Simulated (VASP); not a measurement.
Set up this calculation in VASP 6.6.1, as the native input.

```
Task                   : single point
Functional             : PBE
Potentials or basis    : VASP PAW PBE potentials, release 64 (Cd, Br)
Cutoff                 : 520 eV
k mesh                 : 8 × 8 × 8
Occupations            : fermi-dirac, width 0.05 eV
Spin                   : no spin polarisation
Dipole correction      : no
Further INCAR settings : ALGO = Normal; EDIFF = 1e-06; NBANDS = 16
```

The structure of CdBr lies in POSCAR:

```
CdBr
1.0
    0.0000000000      3.0517703347      3.0517703347
    3.0517703347      0.0000000000      3.0517703347
    3.0517703347      3.0517703347      0.0000000000
Cd Br
1 1
Direct
    0.0000000000      0.0000000000      0.0000000000
    0.5000000000      0.5000000000      0.5000000000
```

These files were run (other wordings do the same):

INCAR

```
ALGO = Normal
EDIFF = 1E-6
ENCUT = 520
GGA = PE
ISIF = 2
ISMEAR = -1
LASPH = True
LCHARG = False
LREAL = False
LWAVE = False
NBANDS = 16
NELM = 80
PREC = Accurate
SIGMA = 0.05
```

KPOINTS

```
k-points
0
Gamma
  8 8 8
```

Potentials or basis: VASP PAW PBE potentials, release 64 (Cd, Br).

Run with:

```sh
$ cat potpaw_PBE.64/Cd/POTCAR potpaw_PBE.64/Br/POTCAR > POTCAR
$ mpirun -np 1 vasp_std > vasp.out
```

It gave:

| Quantity | Value |
| --- | --- |
| Pressure | 1.9 GPa |
| Band gap on the k mesh | zero (an odd number of electrons rules out a gap without spin polarisation) |

Caveat: an odd number of electrons without spin polarisation forces a metal; a magnetic or distorted state may lie lower.

It took 28 s on 1 thread of AMD EPYC 7R43 64-Core Processor (Zen 3) (shared host), peak memory 0.15 GiB.
